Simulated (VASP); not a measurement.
A run of VASP 6.6.1:

The input INCAR:

```
ALGO = Normal
EDIFF = 1E-6
ENCUT = 1340
GGA = PE
GGA_COMPAT = F
ISIF = 2
ISMEAR = 0
LASPH = T
LCHARG = F
LDAU = T
LDAUJ = 0 0 0
LDAUL = -1 2 -1
LDAUPRINT = 1
LDAUTYPE = 2
LDAUU = 0 4 0
LMAXMIX = 4
LREAL = F
LWAVE = F
NBANDS = 28
NELM = 200
PREC = Accurate
SIGMA = 0.05
```

File KPOINTS:

```
k-points
0
Gamma
  6 6 6
```

Contents of POSCAR:

```
BaTiO3
1.0
    2.8174665038      1.6266650444      2.4164351857
   -2.8174665038      1.6266650444      2.4164351857
    0.0000000000     -3.2533300889      2.4164351856
Ba Ti O
1 1 3
Direct
    0.0026800181      0.0026800181      0.0026800181
    0.5127992509      0.5127992509      0.5127992509
    0.4903227049      0.4903227049      0.9825753212
    0.4903227049      0.9825753212      0.4903227049
    0.9825753212      0.4903227049      0.4903227049
```

Potentials or basis: VASP PAW PBE potentials, release 64 (Ba_sv, Ti_sv, O_h).

The run is started by

```sh
$ cat potpaw_PBE.64/Ba_sv/POTCAR potpaw_PBE.64/Ti_sv/POTCAR potpaw_PBE.64/O_h/POTCAR > POTCAR
$ mpirun -np 1 vasp_std > vasp.out
```

Hardware: 1 thread of AMD EPYC 9R45 96-Core Processor (Zen 5), on a shared host.

Question: How long does it take, and how much memory?

Answer: Run time: 2.4 min on 1 thread of AMD EPYC 9R45 96-Core Processor (Zen 5) (shared host), peak memory 0.47 GiB. Counts: scf iterations 18, k points 32.
